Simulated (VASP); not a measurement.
# MgO (P6_3mc) in VASP: notebook, part 2 of 2

VASP 6.6.1.

### Step 3. Single point, LDA

This run uses another cell than the first one, of 11.69 Å³/atom, 1.010 times its volume.

INCAR

```
PREC = Accurate
ENCUT = 520
EDIFF = 1E-6
ISMEAR = -1
SIGMA = 0.02
LREAL = F
LASPH = T
NELM = 80
ALGO = Normal
ISIF = 2
LWAVE = F
LCHARG = F
NBANDS = 16
```

KPOINTS

```
Automatic mesh
0
Gamma
  7 7 4
```

POSCAR

```
MgO
1.0
    3.3077869900      0.0000000000      0.0000000000
   -1.6538934900      2.8646275600      0.0000000000
    0.0000000000      0.0000000000      4.9330528533
Mg O
2 2
Direct
    0.3333333333      0.6666666667      0.0021597400
    0.6666666667      0.3333333333      0.5021597400
    0.3333333333      0.6666666667      0.4024402600
    0.6666666667      0.3333333333      0.9024402600
```

Potentials or basis: VASP PAW LDA potentials, release 64 (Mg, O).

The run is started by

```console
> cat potpaw_LDA.64/Mg/POTCAR potpaw_LDA.64/O/POTCAR > POTCAR
> mpirun -np 1 vasp_std > vasp.out
```

OUTCAR:

```text
PREC = Accurate
   ENCUT = 520
   EDIFF = 1E-6
   ISMEAR = -1
   LREAL = F
   LASPH = T
   NELM = 80
   ISIF = 2

 ion  position               nearest neighbor table
   1  0.333  0.667  0.002-   4 1.97   4 1.97   4 1.97   3 1.97   2 3.12   2 3.12   2 3.12   2 3.12
                             2 3.12   2 3.12
   2  0.667  0.333  0.502-   3 1.97   3 1.97   3 1.97   4 1.97   1 3.12   1 3.12   1 3.12   1 3.12
                             1 3.12   1 3.12
   3  0.333  0.667  0.402-   2 1.97   2 1.97   2 1.97   1 1.97
   4  0.667  0.333  0.902-   1 1.97   1 1.97   1 1.97   2 1.97

  LATTYP: Found a hexagonal cell.
 ALAT       =     3.3077869900
 C/A-ratio  =     1.4913453823

  Lattice vectors:

 A1 = (   3.3077869900,   0.0000000000,   0.0000000000)
 A2 = (  -1.6538934900,   2.8646275600,   0.0000000000)
 A3 = (   0.0000000000,   0.0000000000,   4.9330528533)

Analysis of symmetry for initial positions (statically):
=====================================================================
 Subroutine PRICEL returns:
 Original cell was already a primitive cell.

[... 177 lines left out ...]
 cond. band min:       4.2930671776   @ k =   0.0000   0.0000   0.0000
 fundamental gap:      3.3963627993
 Fermi energy:         1.3194891809

 k-point     1 :       0.0000    0.0000    0.0000
  band No.  band energies     occupation
      1     -15.1350      2.00000
      2     -14.2393      2.00000
      3      -2.4853      2.00000
      4       0.0574      2.00000
      5       0.0574      2.00000
      6       0.4234      2.00000
[... 433 lines left out ...]
      3      -1.9728      2.00000
      4      -1.9728      2.00000
      5      -1.0848      2.00000
      6      -1.0848      2.00000
[... 8 lines left out ...]
     15      16.5657      0.00000
     16      16.5657      0.00000

------------------------ aborting loop because EDIFF is reached ----------------------------------------

  FORCE on cell =-STRESS in cart. coord.  units (eV):
  Direction    XX          YY          ZZ          XY          YZ          ZX
  --------------------------------------------------------------------------------------
  -------------------------------------------------------------------------------------
  Total       -1.5038442     -1.5038442     -0.7891614     -0.0000000     -0.0000000      0.0000000
  in kB      -51.5456414    -51.5456413    -27.0492331     -0.0000001     -0.0000000      0.0000000
  external PRESSURE =     -43.3801719 kB  Pullay stress =       0.0000000 kB

 VOLUME and BASIS-vectors are now :
 -----------------------------------------------------------------------------
  energy-cutoff  :      520.00
  volume of cell :       46.74
      direct lattice vectors                 reciprocal lattice vectors
     3.307786990  0.000000000  0.000000000     0.302316928  0.174542759  0.000000000
    -1.653893490  2.864627560  0.000000000     0.000000000  0.349085520  0.000000000
     0.000000000  0.000000000  4.933052853     0.000000000  0.000000000  0.202714228

 POSITION                                       TOTAL-FORCE (eV/Angst)
 -----------------------------------------------------------------------------------
      0.00000      1.90975      0.01065        -0.000000     -0.000000     -0.067076
      1.65389      0.95488      2.47718        -0.000000      0.000000     -0.067076
      0.00000      1.90975      1.98526        -0.000000     -0.000000      0.067076
      1.65389      0.95488      4.45179         0.000000      0.000000      0.067076
 -----------------------------------------------------------------------------------
    total drift:                               -0.000000     -0.000000      0.001202

  FREE ENERGIE OF THE ION-ELECTRON SYSTEM (eV)
  ---------------------------------------------------
  free  energy   TOTEN  =       -26.2391629184 eV

  energy  without entropy=      -26.2391629184  energy(sigma->0) =      -26.23916292
```

Run time: 24 s. Hardware: 1 thread of Intel Xeon 8259CL, shared host; peak memory 0.16 GiB.

Results:

```yaml
Free_energy: -26.2392 eV
Pressure: -4.3 GPa
Largest_force: 0.067 eV/Å
Band_gap_on_the_k_mesh: 3.40 eV, direct
```

Forces in eV/Å, atoms in the order of the input:
```
Mg   0.000  0.000 -0.067
Mg   0.000  0.000 -0.067
O    0.000  0.000  0.067
O    0.000  0.000  0.067
```

LDA gaps usually lie below the measured ones, often by a third to a half.

### Step 4. Single point, LDA

This run uses another cell than the first one, of 11.80 Å³/atom, 1.020 times its volume.

INCAR

```
SYSTEM = MgO
ALGO     = Normal         ! electronic algorithm
EDIFF    = 1E-7           ! SCF threshold, eV
ENCUT    = 520            ! plane-wave cutoff, eV
GGA      = CA             ! functional
ISIF     = 2              ! what is computed and relaxed
ISMEAR   = -1             ! smearing method
LASPH    = .True.         ! aspherical terms in the spheres
LCHARG   = .False.        ! write CHGCAR
LREAL    = .False.        ! projectors in reciprocal space
LWAVE    = .False.        ! write WAVECAR
NBANDS   = 16             ! bands
NELM     = 80             ! most SCF steps
PREC     = Accurate       ! precision mode
SIGMA    = 0.02           ! smearing width, eV
```

KPOINTS

```
k-points
0
Gamma
  7 7 4
  0 0 0
```

POSCAR: that of step 3 with these lines changed.

```diff
@@ -4,3 +4,3 @@
    -1.6538934900      2.8646275600      0.0000000000
-    0.0000000000      0.0000000000      4.9330528533
+    0.0000000000      0.0000000000      4.9828816700
 Mg O
```

Potentials or basis: VASP PAW LDA potentials, release 64 (Mg, O).

The run is started by

```console
> cat potpaw_LDA.64/Mg/POTCAR potpaw_LDA.64/O/POTCAR > POTCAR
> mpirun -np 1 vasp_std > vasp.out
```

OUTCAR:

```text
SYSTEM = MgO
   EDIFF = 1E-7
   ENCUT = 520
   GGA = CA
   ISIF = 2
   ISMEAR = -1
   LASPH = .True.
   LREAL = .False.
   NELM = 80
   PREC = Accurate

 ion  position               nearest neighbor table
   1  0.333  0.667  0.002-   4 1.97   4 1.97   4 1.97   3 1.99   2 3.14   2 3.14   2 3.14   2 3.14
                             2 3.14   2 3.14
   2  0.667  0.333  0.502-   3 1.97   3 1.97   3 1.97   4 1.99   1 3.14   1 3.14   1 3.14   1 3.14
                             1 3.14   1 3.14
   3  0.333  0.667  0.402-   2 1.97   2 1.97   2 1.97   1 1.99
   4  0.667  0.333  0.902-   1 1.97   1 1.97   1 1.97   2 1.99

[... 657 lines left out ...]
  -------------------------------------------------------------------------------------
  Total       -1.6588172     -1.6588172     -1.4512194     -0.0000000      0.0000000      0.0000000
  in kB      -56.2889114    -56.2889113    -49.2444621     -0.0000001      0.0000000      0.0000000
  external PRESSURE =     -53.9407616 kB  Pullay stress =       0.0000000 kB

 VOLUME and BASIS-vectors are now :
 -----------------------------------------------------------------------------
  energy-cutoff  :      520.00
  volume of cell :       47.22
      direct lattice vectors                 reciprocal lattice vectors
     3.307786990  0.000000000  0.000000000     0.302316928  0.174542759  0.000000000
    -1.653893490  2.864627560  0.000000000     0.000000000  0.349085520  0.000000000
     0.000000000  0.000000000  4.982881670     0.000000000  0.000000000  0.200687086

 POSITION                                       TOTAL-FORCE (eV/Angst)
 -----------------------------------------------------------------------------------
      0.00000      1.90975      0.01076         0.000000      0.000000      0.048269
      1.65389      0.95488      2.50220         0.000000     -0.000000      0.048269
      0.00000      1.90975      2.00531         0.000000     -0.000000     -0.048269
      1.65389      0.95488      4.49675        -0.000000      0.000000     -0.048269
 -----------------------------------------------------------------------------------
    total drift:                               -0.000000     -0.000000      0.001078

  FREE ENERGIE OF THE ION-ELECTRON SYSTEM (eV)
  ---------------------------------------------------
  free  energy   TOTEN  =       -26.2282984033 eV

  energy  without entropy=      -26.2282984033  energy(sigma->0) =      -26.22829840
```

stdout:

```text
POSCAR found type information on POSCAR MgO
 POSCAR found :  2 types and       4 ions
 scaLAPACK will be used
 LDA part: xc-table for (Slater(with rela. corr.)+CA(PZ))
 , standard interpolation
 POSCAR, INCAR and KPOINTS ok, starting setup
 FFT: planning ... GRIDC
 FFT: planning ... GRID_SOFT
 FFT: planning ... GRID
 WAVECAR not read
 entering main loop
```

Run time: 25 s. Hardware: 1 thread of Intel Xeon 8259CL, shared host; peak memory 0.16 GiB.

Results:

```
Free energy            : -26.2283 eV
Pressure               : -5.4 GPa
Largest force          : 0.048 eV/Å
Band gap on the k mesh : 3.36 eV, direct
```

Forces on the atoms (eV/Å):
```
Mg   0.000  0.000  0.048
Mg   0.000  0.000  0.048
O    0.000  0.000 -0.048
O    0.000  0.000 -0.048
```

Levels at points of the mesh, in eV from the valence-band top:
| k point | band 5 | band 6 | band 7 | band 8 | band 9 | band 10 | band 11 | band 12 |
| --- | --- | --- | --- | --- | --- | --- | --- | --- |
| (0.00, 0.00, 0.00) | -0.80 | -0.45 | -0.45 | 0.00 | 3.36 | 8.31 | 10.16 | 13.81 |
| (0.00, 0.00, 0.50) | -0.63 | -0.63 | -0.63 | -0.63 | 5.86 | 5.86 | 12.96 | 12.96 |

A hybrid or GW would open this gap; LDA tends to underestimate it.

### Step 5. The runs side by side

| cell | gap on the mesh (eV) | pressure (GPa) | largest force (eV/Å) |
| --- | --- | --- | --- |
| a = 3.308, b = 3.308, c = 4.883 Å, angles 90.0, 90.0, 120.0°, 4 atoms | 3.44 | -3.2 | 0.20 |
| a = 3.308, b = 3.308, c = 4.933 Å, angles 90.0, 90.0, 120.0°, 4 atoms | 3.40 | -4.3 | 0.07 |
| a = 3.308, b = 3.308, c = 4.983 Å, angles 90.0, 90.0, 120.0°, 4 atoms | 3.36 | -5.4 | 0.05 |

Alike in all rows: task single point; level LDA; potentials or basis VASP PAW LDA potentials, release 64 (Mg, O); no spin polarisation; k mesh 7 × 7 × 4; cutoff (eV) 520; smearing fermi-dirac 0.02 eV.

Absolute energies hang on the potentials; compare differences alone.
